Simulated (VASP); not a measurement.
# Ru (P6_3/mmc) in VASP: further runs

The runs below take Ru through single point, with PBEsol.

Program: VASP 6.6.1. These are calculated values, not measurements. Logs are shortened: lines on timing, memory, paths and dates and some standing lists are left out, and cuts for length are marked.

**1. The cell of the first run**

It takes space group P6_3/mmc (No. 194, hexagonal). Conventional cell: a = 2.652 Å, b = 2.652 Å, c = 4.150 Å, α = 90.00°, β = 90.00°, γ = 120.00°. Ru (site symmetry -6m2) has 12 Ru at 2.58 to 2.65 Å within 3.4 Å.

**2. Single point, PBEsol**

INCAR reads:

```
PREC = Accurate
ENCUT = 520
EDIFF = 1E-6
ISMEAR = 0
SIGMA = 0.15
LREAL = F
LASPH = T
NELM = 60
ALGO = Fast
ISIF = 2
LWAVE = F
LCHARG = F
GGA = PS
NBANDS = 21
```

KPOINTS reads:

```
regular mesh
0
Gamma
  18 18 10
```

POSCAR reads:

```
Ru
1.0
    2.6520000000      0.0000000000      0.0000000000
   -1.3260000000      2.2966993709      0.0000000000
    0.0000000000      0.0000000000      4.1503000000
Ru
2
Direct
    0.3333333333      0.6666666667      0.2500000000
    0.6666666667      0.3333333333      0.7500000000
```

Potentials or basis: VASP PAW PBE potentials, release 64 (Ru_pv).

Run with:

```console
$ cat potpaw_PBE.64/Ru_pv/POTCAR > POTCAR
$ mpirun -np 1 vasp_std > vasp.out
```

OUTCAR:

```text
PREC = Accurate
   ENCUT = 520
   EDIFF = 1E-6
   ISMEAR = 0
   LREAL = F
   LASPH = T
   NELM = 60
   ISIF = 2
   GGA = PS

 ion  position               nearest neighbor table
   1  0.333  0.667  0.250-   2 2.58   2 2.58   2 2.58   2 2.58   2 2.58   2 2.58
   2  0.667  0.333  0.750-   1 2.58   1 2.58   1 2.58   1 2.58   1 2.58   1 2.58

  LATTYP: Found a hexagonal cell.
 ALAT       =     2.6520000000
 C/A-ratio  =     1.5649698341

  Lattice vectors:

 A1 = (   2.6520000000,   0.0000000000,   0.0000000000)
 A2 = (  -1.3260000000,   2.2966993709,   0.0000000000)
 A3 = (   0.0000000000,   0.0000000000,   4.1503000000)

Analysis of symmetry for initial positions (statically):
=====================================================================
 Subroutine PRICEL returns:
 Original cell was already a primitive cell.

 Routine SETGRP: Setting up the symmetry group for a
 hexagonal supercell.

 Subroutine GETGRP returns: Found 24 space group operations
 (whereof 12 operations were pure point group operations)
 out of a pool of 24 trial point group operations.

The static configuration has the point symmetry D_3d.
 The point group associated with its full space group is D_6h.

Analysis of symmetry for dynamics (positions and initial velocities):
=====================================================================
 Subroutine PRICEL returns:
 Original cell was already a primitive cell.

 Routine SETGRP: Setting up the symmetry group for a
 hexagonal supercell.

 Subroutine GETGRP returns: Found 24 space group operations
 (whereof 12 operations were pure point group operations)
 out of a pool of 24 trial point group operations.

The dynamic configuration has the point symmetry D_3d.
 The point group associated with its full space group is D_6h.

 Subroutine INISYM returns: Found 24 space group operations
 (whereof 12 operations are pure point group operations),
 and found     1 'primitive' translations

----------------------------------------------------------------------------------------

                                     Primitive cell

  volume of cell :      25.2788

  direct lattice vectors                    reciprocal lattice vectors
     2.652000000  0.000000000  0.000000000     0.377073906  0.217703721  0.000000000
    -1.326000000  2.296699371  0.000000000     0.000000000  0.435407443  0.000000000
     0.000000000  0.000000000  4.150300000     0.000000000  0.000000000  0.240946438

  length of vectors
     2.652000000  2.652000000  4.150300000     0.435407443  0.435407443  0.240946438

  position of ions in fractional coordinates (direct lattice)
     0.333333333  0.666666667  0.250000000
     0.666666667  0.333333333  0.750000000

  ion indices of the primitive-cell ions
   primitive index   ion index
                 1           1
                 2           2

----------------------------------------------------------------------------------------

 KPOINTS: regular mesh

Automatic generation of k-mesh.
 Grid dimensions read from file:
 generate k-points for:   18   18   10

 Generating k-lattice:

  Cartesian coordinates                     Fractional coordinates (reciprocal lattice)
     0.020948550  0.012094651  0.000000000     0.055555556 -0.000000000  0.000000000
     0.000000000  0.024189302  0.000000000     0.000000000  0.055555556  0.000000000
     0.000000000  0.000000000  0.024094644     0.000000000  0.000000000  0.100000000

  Length of vectors
     0.024189302  0.024189302  0.024094644

  Shift w.r.t. Gamma in fractional coordinates (k-lattice)
     0.000000000  0.000000000  0.000000000

 Subroutine IBZKPT returns following result:
 ===========================================

 Found    222 irreducible k-points:

 Following reciprocal coordinates:
            Coordinates               Weight
  0.000000  0.000000  0.000000      1.000000
  0.055556  0.000000  0.000000      6.000000
  0.111111  0.000000  0.000000      6.000000
  0.166667  0.000000  0.000000      6.000000
  0.222222  0.000000  0.000000      6.000000
  0.277778  0.000000  0.000000      6.000000
[... 16 lines left out ...]
  0.333333  0.111111  0.000000     12.000000
  0.388889  0.111111  0.000000     12.000000
 [... further k-points ...]
   k-points           NKPTS =    222   k-points in BZ     NKDIM =    222   number of bands    NBANDS=     21
   number of dos      NEDOS =    301   number of ions     NIONS =      2
   total plane-waves  NPLWV =  12800
   dimension x,y,z NGX =    20 NGY =   20 NGZ =   32
   dimension x,y,z NGXF=    40 NGYF=   40 NGZF=   64
   ions per type =               2
   NGX,Y,Z   is equivalent  to a cutoff of  12.54, 12.54, 12.82 a.u.
   NGXF,Y,Z  is equivalent  to a cutoff of  25.07, 25.07, 25.64 a.u.
 SYSTEM =  unknown system
   PREC   = accura    normal or accurate (medium, high low for compatibility)
   ISTART =      0    job   : 0-new  1-cont  2-samecut
   ICHARG =      2    charge: 1-file 2-atom 10-const
   ISPIN  =      1    spin polarized calculation?
   LNONCOLLINEAR =      F non collinear calculations
   LSORBIT =      F    spin-orbit coupling
   LASPH  =      T    aspherical Exc in radial PAW
   ENCUT  =  520.0 eV  38.22 Ry    6.18 a.u.   4.93  4.93  7.72*2*pi/ulx,y,z
   NELM   =     60;   NELMIN=  2; NELMDL= -5     # of ELM steps
   EDIFF  = 0.1E-05   stopping-criterion for ELM
   LREAL  =      F    real-space projection
   EDIFFG = 0.1E-04   stopping-criterion for IOM
   NSW    =      0    number of steps for IOM
   IBRION =     -1    ionic relax: 0-MD 1-quasi-New 2-CG
   NFREE  =      0    steps in history (QN), initial steepest desc. (CG)
   ISIF   =      2    stress and relaxation
   ISYM   =      2    0-nonsym 1-usesym 2-fastsym
   POTIM  = 0.5000    time-step for ionic-motion
   TEBEG  =    0.0;   TEEND  =   0.0 temperature during run
   PSTRESS=    0.0 pullay stress
   NELECT =      28.0000    total number of electrons
   NUPDOWN=      -1.0000    fix difference up-down
   EMIN   =  10.00;   EMAX   =-10.00  energy-range for DOS
   EFERMI =   0.00;   METHOD = LEGACY
   ISMEAR =     0;   SIGMA  =   0.15  broadening in eV -4-tet -1-fermi 0-gaus
   EFERMI_NEDOS =   21; number of points for ismear=-14 and -15
   IALGO  =     68    algorithm
   IMIX   =      4    mixing-type and parameters
     AMIX     =   0.40;   BMIX     =  1.00
     AMIX_MAG =   1.60;   BMIX_MAG =  1.00
  volume/ion in A,a.u.               =      12.64        85.30
  Fermi-wavevector in a.u.,A,eV,Ry     =   1.693851  3.200914 39.036885  2.869130
  Thomas-Fermi vector in A             =   2.775182
   LORBIT       =      0    0 simple, 1 ext, 2 COOP (PROOUT), +10 PAW based schemes
   GGA     = PS    functional components
   LHFCALC =     F    Hartree Fock is set to
   AEXX    =    0.0000 exact exchange contribution
   IVDW    =     0    specifies the selected vdW correction
   LEPSILON=     F    determine dielectric tensor
   LRPA    =     F    only Hartree local field effects (RPA)
 non-spin polarized calculation
 RMM-DIIS sequential band-by-band and
 Gauss-broadening in eV      SIGMA  =   0.15
  energy-cutoff  :      520.00
  volume of cell :       25.28
 maximum number of plane-waves:       699
 NGX is ok and might be reduce to    20

 number of electron      27.9999998 magnetization

 Free energy of the ion-electron system (eV)
  ---------------------------------------------------
  ext. energy  EPLUGINS =         0.00000000
  ---------------------------------------------------
  free energy    TOTEN  =       -20.26170541 eV

  energy without entropy =      -20.24412226  energy(sigma->0) =      -20.25291383

 E-fermi :  14.0546     XC(G=0): -14.7270

 val. band max:       14.0509633009   @ k =   0.2778   0.1667   0.1000
 cond. band min:      14.0719239766   @ k =   0.2778   0.1667   0.0000
 fundamental gap:      0.0209606757
 Fermi energy:        14.0546220495

 k-point     1 :       0.0000    0.0000    0.0000
  band No.  band energies     occupation
      1     -29.8671      2.00000
      2     -28.6784      2.00000
      3     -28.6784      2.00000
      4     -28.4528      2.00000
      5     -28.4528      2.00000
      6     -28.3823      2.00000
[... 13 lines left out ...]
     20      24.2626      0.00000
     21      25.4052      0.00000

 k-point     2 :       0.0556    0.0000    0.0000
  band No.  band energies     occupation
      1     -29.8537      2.00000
      2     -28.7064      2.00000
      3     -28.6880      2.00000
      4     -28.4822      2.00000
      5     -28.4562      2.00000
      6     -28.3888      2.00000
[... 13 lines left out ...]
     20      24.2625      0.00000
     21      25.3891      0.00000

 k-point     3 :       0.1111    0.0000    0.0000
  band No.  band energies     occupation
      1     -29.8142      2.00000
      2     -28.7871      2.00000
      3     -28.7154      2.00000
      4     -28.5659      2.00000
      5     -28.4667      2.00000
      6     -28.4084      2.00000
[... 13 lines left out ...]
     20      24.2625      0.00000
     21      25.3303      0.00000

 k-point     4 :       0.1667    0.0000    0.0000
  band No.  band energies     occupation
      1     -29.7510      2.00000
      2     -28.9108      2.00000
      3     -28.7562      2.00000
      4     -28.6915      2.00000
      5     -28.4837      2.00000
      6     -28.4412      2.00000
[... 13 lines left out ...]
     20      24.2624      0.00000
     21      25.2152      0.00000

 k-point     5 :       0.2222    0.0000    0.0000
  band No.  band energies     occupation
      1     -29.6678      2.00000
      2     -29.0623      2.00000
      3     -28.8414      2.00000
      4     -28.8046      2.00000
      5     -28.5058      2.00000
      6     -28.4869      2.00000
[... 13 lines left out ...]
     20      24.2623      0.00000
     21      25.0525      0.00000
[... 382 lines left out ...]
     20      24.2620      0.00000
     21      24.9346      0.00000

 k-point    22 :       0.2778    0.1111    0.0000
  band No.  band energies     occupation
      1     -29.4350      2.00000
      2     -29.3571      2.00000
      3     -29.1797      2.00000
      4     -28.9131      2.00000
      5     -28.6319      2.00000
      6     -28.6179      2.00000
[... 13 lines left out ...]
     20      24.8221      0.00000
     21      26.1754      0.00000

 k-point    23 :       0.3333    0.1111    0.0000
  band No.  band energies     occupation
      1     -29.4723      2.00000
      2     -29.3342      2.00000
      3     -29.2539      2.00000
      4     -28.9738      2.00000
      5     -28.7037      2.00000
      6     -28.6432      2.00000
[... 13 lines left out ...]
     20      26.0940      0.00000
     21      27.2430      0.00000

 k-point    24 :       0.3889    0.1111    0.0000
  band No.  band energies     occupation
      1     -29.5471      2.00000
      2     -29.3021      2.00000
      3     -29.2522      2.00000
      4     -29.0127      2.00000
      5     -28.7666      2.00000
      6     -28.6597      2.00000
[... 13 lines left out ...]
     20      26.4588      0.00000
     21      27.0702      0.00000

 [... further k-points ...]
[... 5 lines left out ...]
  --------------------------------------------------------------------------------------
  -------------------------------------------------------------------------------------
  Total        2.9299784      2.9299784      4.0272180      0.0000000      0.0000000      0.0000000
  in kB      185.7025384    185.7025384    255.2457766      0.0000000      0.0000000      0.0000000
  external PRESSURE =     208.8836178 kB  Pullay stress =       0.0000000 kB

 VOLUME and BASIS-vectors are now :
 -----------------------------------------------------------------------------
  energy-cutoff  :      520.00
  volume of cell :       25.28
      direct lattice vectors                 reciprocal lattice vectors
     2.652000000  0.000000000  0.000000000     0.377073906  0.217703721  0.000000000
    -1.326000000  2.296699371  0.000000000     0.000000000  0.435407443  0.000000000
     0.000000000  0.000000000  4.150300000     0.000000000  0.000000000  0.240946438

 POSITION                                       TOTAL-FORCE (eV/Angst)
 -----------------------------------------------------------------------------------
     -0.00000      1.53113      1.03757        -0.000000     -0.000000      0.000000
      1.32600      0.76557      3.11272         0.000000      0.000000      0.000000
 -----------------------------------------------------------------------------------
    total drift:                               -0.000000      0.000000     -0.000000

  FREE ENERGIE OF THE ION-ELECTRON SYSTEM (eV)
  ---------------------------------------------------
  free  energy   TOTEN  =       -20.2617054065 eV

  energy  without entropy=      -20.2441222551  energy(sigma->0) =      -20.25291383
```

Run time: 76 s. Hardware: 1 thread of Intel Xeon Platinum 8259CL at 2.50GHz (Skylake/Cascade Lake), shared host; peak memory 0.2 GiB.

What came out:

- Free energy: -20.2617 eV
- Pressure: 20.9 GPa
- Band gap on the k mesh: zero (band 14 reaches 15.70 eV, above the bottom of band 15 at 12.23 eV)

Caveat: the PAW data sets were made with another functional, which shifts forces and pressure a little.

**3. Single point, PBEsol**

This run uses another cell than the first one, of the same volume but with other edges.

INCAR reads:

```
  ALGO = Normal
  EDIFF = 1E-6
  ENCUT = 520
  GGA = PS
  ISIF = 2
  ISMEAR = 0
  LASPH = True
  LCHARG = False
  LREAL = False
  LWAVE = False
  NBANDS = 21
  NELM = 60
  PREC = Accurate
  SIGMA = 0.15
```

KPOINTS reads:

```
k-points
0
Gamma
  18 18 10
```

POSCAR reads:

```
Ru
1.0
    2.5014000000      0.0000000000      0.0000000000
   -1.2507000000      2.1662759450      0.0000000000
    0.0000000000      0.0000000000      4.6606000000
Ru
2
Direct
    0.3333333333      0.6666666667      0.2500000000
    0.6666666667      0.3333333333      0.7500000000
```

Potentials or basis: VASP PAW PBE potentials, release 64 (Ru_pv).

Run with:

```console
$ cat potpaw_PBE.64/Ru_pv/POTCAR > POTCAR
$ mpirun -np 1 vasp_std > vasp.out
```

Run time: 78 s. Hardware: 1 thread of Intel Xeon Platinum 8259CL at 2.50GHz (Skylake/Cascade Lake), shared host; peak memory 0.21 GiB.

The run converged. Its results:

| Property | Result |
| --- | --- |
| Free energy | -19.4318 eV |
| Pressure | 31.9 GPa |
| Band gap on the k mesh | zero (band 14 reaches 15.61 eV, above the bottom of band 15 at 12.89 eV) |

Stress tensor (GPa, compression positive):
```
 62.81   0.00   0.00
  0.00  62.81   0.00
  0.00   0.00 -29.96
```

Levels at points of the mesh, in eV from the Fermi level:
```csv
k point,band 10,band 11,band 12,band 13,band 14,band 15,band 16,band 17,band 18,band 19
"(0.00, 0.00, 0.00)",-2.85,-2.85,-2.45,-2.45,-0.47,-0.20,-0.20,1.45,1.45,8.73
"(0.50, 0.00, 0.00)",-3.45,-2.34,-2.09,-1.33,1.46,2.76,2.94,4.76,6.99,10.27
"(0.00, 0.00, 0.50)",-3.97,-2.78,-2.78,-2.78,-2.78,0.80,0.80,0.80,0.80,10.28
"(0.50, 0.00, 0.50)",-5.70,-0.57,-0.57,0.44,0.44,2.86,2.86,3.73,3.73,10.27
```

Caveat: the PAW data sets were made with another functional, which shifts forces and pressure a little.
